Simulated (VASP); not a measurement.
The system is ZnSn2N2.

```
Sn Zn N
1.0
     3.35233    0.00000    0.00000
     0.00000    3.35233    0.00000
     0.00000    0.00000    8.06421
Sn Zn N
2 1 2
Direct
  0.50000 0.50000 0.30583
  0.50000 0.50000 0.69417
  0.00000 0.00000 0.00000
  0.00000 0.50000 0.85419
  0.50000 0.00000 0.14581
```

```yaml
Program: VASP 6.6.1
Task: relaxation of cell and atoms
Functional: PBEsol
Potentials_or_basis: VASP PAW PBE potentials, release 64 (Sn_d, Zn, N)
Cutoff: 600 eV
k_mesh: 8 × 8 × 4
Occupations: fermi-dirac, width 0.05 eV
Spin: no spin polarisation
```

At the start: pressure -4.3 GPa; volume 18.13 Å³/atom.

Question: Where does the relaxation end?

Answer: Over 12 steps the energy falls by 15.6 meV/atom and the volume is 17.03 Å³/atom (-6.1 %); space group P-4m2 (No. 115, to 0.05 Å).

Step by step:
```csv
step,energy change (eV),largest force (eV/Å),pressure (GPa),volume (Å³)
1,0.0000,0.1389,-4.30,90.63
2,-0.0349,0.7396,2.88,84.39
3,-0.0564,0.3883,-0.12,86.68
4,-0.0669,0.1374,-0.04,85.95
5,-0.0673,0.1849,0.06,85.76
6,-0.0714,0.1683,-0.08,85.63
7,-0.0764,0.1310,-0.24,85.29
8,-0.0761,0.1445,0.59,84.77
9,-0.0774,0.0260,0.16,85.05
10,-0.0777,0.0194,-0.11,85.24
11,-0.0777,0.0201,-0.08,85.21
12,-0.0778,0.0057,-0.07,85.13
```

Final structure:
```
Sn Zn N
1.0
     3.30403    0.00000    0.00000
     0.00000    3.30403    0.00000
     0.00000    0.00000    7.79856
Sn Zn N
2 1 2
Direct
  0.50000 0.50000 0.31183
  0.50000 0.50000 0.68817
  0.00000 0.00000 0.00000
  0.00000 0.50000 0.85197
  0.50000 0.00000 0.14803
```

Caveat: the PAW data sets were made with another functional, which shifts forces and pressure a little.
